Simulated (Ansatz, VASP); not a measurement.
Y in VASP and in Ansatz

```xyz
1
Lattice="0.0000 2.4975 2.4602 2.4975 0.0000 2.4602 2.4975 2.4975 0.0000" Properties=species:S:1:pos:R:3 pbc="T T T"
Y     0.0000    0.0000    0.0000
```

Alike in both runs: task single point; functional PBE; dispersion D3(BJ); k mesh 13 × 13 × 13; occupations fermi-dirac, width 0.05 eV; no spin polarisation.

|  | VASP | Ansatz |
| --- | --- | --- |
| version | VASP 6.6.1 | Ansatz 0.2.0 |
| potentials or method | VASP PAW PBE potentials, release 64 (Y_sv), cutoff 520 eV | all-electron LAPW, scalar-relativistic |

VASP gave:

* gap on the k mesh at the Fermi level (eV): none
* pressure (GPa): 0.3
* traceless stress, the component that is largest in VASP (GPa): 0.30

Problem. Estimate Ansatz's values.

Solution. gap on the k mesh at the Fermi level (eV): none; pressure (GPa): 0.5; traceless stress, the component that is largest in VASP (GPa): 0.30.

A gap of «none» marks a metal or a gap that the smearing closes. Ansatz ran all-electron here, and VASP with PAW potentials.
